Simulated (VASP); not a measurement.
Wanted: the native input for a VASP 6.6.1 run.

- Task: single point
- Functional: r2SCAN
- Potentials or basis: VASP PAW PBE potentials, release 64 (Ge_d)
- Cutoff: 520 eV
- k mesh: 12 × 12 × 4
- Occupations: fermi-dirac, width 0.02 eV
- Spin: no spin polarisation
- Dipole correction: no
- Further INCAR settings: ALGO = Normal; EDIFF = 1e-06; NBANDS = 36

Crystal: Ge.

```
Ge
1.0
     3.99762    0.00000    0.00000
    -1.99881    3.46204    0.00000
     0.00000    0.00000    6.46096
Ge
4
Direct
  0.33333 0.66667 0.99911
  0.66667 0.33333 0.49911
  0.33333 0.66667 0.37589
  0.66667 0.33333 0.87589
```

This cell differs from its parent crystal: uniaxial z strain -2.0%.

The input as run:

POSCAR

```
Ge
1.0
    3.9976152111      0.0000000000      0.0000000000
   -1.9988076055      3.4620363274      0.0000000000
    0.0000000000      0.0000000000      6.4609631250
Ge
4
Direct
    0.3333333333      0.6666666667     -0.0008869513
    0.6666666667      0.3333333333      0.4991130487
    0.3333333333      0.6666666667      0.3758869513
    0.6666666667      0.3333333333      0.8758869513
```

INCAR.step1

```
PREC     = Accurate       # precision mode
ENCUT    = 520            # plane-wave cutoff, eV
ISMEAR   = -1             # smearing method
SIGMA    = 0.02           # smearing width, eV
LREAL    = False          # projectors in reciprocal space
LASPH    = True           # aspherical terms in the spheres
NELM     = 100            # most SCF steps
NBANDS   = 36             # bands
GGA      = PE             # functional
ALGO     = Normal         # electronic algorithm
EDIFF    = 1E-4           # SCF threshold, eV
LWAVE    = True           # write WAVECAR
LCHARG   = False          # write CHGCAR
```

INCAR.step2

```
PREC     = Accurate       # precision mode
ENCUT    = 520            # plane-wave cutoff, eV
EDIFF    = 1E-6           # SCF threshold, eV
ISMEAR   = -1             # smearing method
SIGMA    = 0.02           # smearing width, eV
LREAL    = False          # projectors in reciprocal space
LASPH    = True           # aspherical terms in the spheres
NELM     = 100            # most SCF steps
ALGO     = Normal         # electronic algorithm
ISIF     = 2              # what is computed and relaxed
LWAVE    = False          # write WAVECAR
LCHARG   = False          # write CHGCAR
METAGGA  = R2SCAN         # meta-GGA
LMIXTAU  = True         
NBANDS   = 36             # bands
ISTART   = 1
```

KPOINTS

```
regular mesh
0
Gamma
  12 12 4
```

Potentials or basis: VASP PAW PBE potentials, release 64 (Ge_d).

Run with:

```sh
$ cat potpaw_PBE.64/Ge_d/POTCAR > POTCAR
$ cp INCAR.step1 INCAR
$ mpirun -np 1 vasp_std > vasp.out
$ cp INCAR.step2 INCAR
$ mpirun -np 1 vasp_std > vasp.out
```

Results of the run:

```
Pressure               : 1.7 GPa
Largest force          : 0.005 eV/Å
Band gap on the k mesh : zero (filled and empty bands touch)
```

Caveat: the cell differs from its parent crystal (uniaxial z strain -2.0%); the PAW data sets were made with another functional, which shifts forces and pressure a little.

Wall time 9.9 min on 1 thread of Intel Xeon 6975P-C (shared host), peak memory 0.29 GiB.
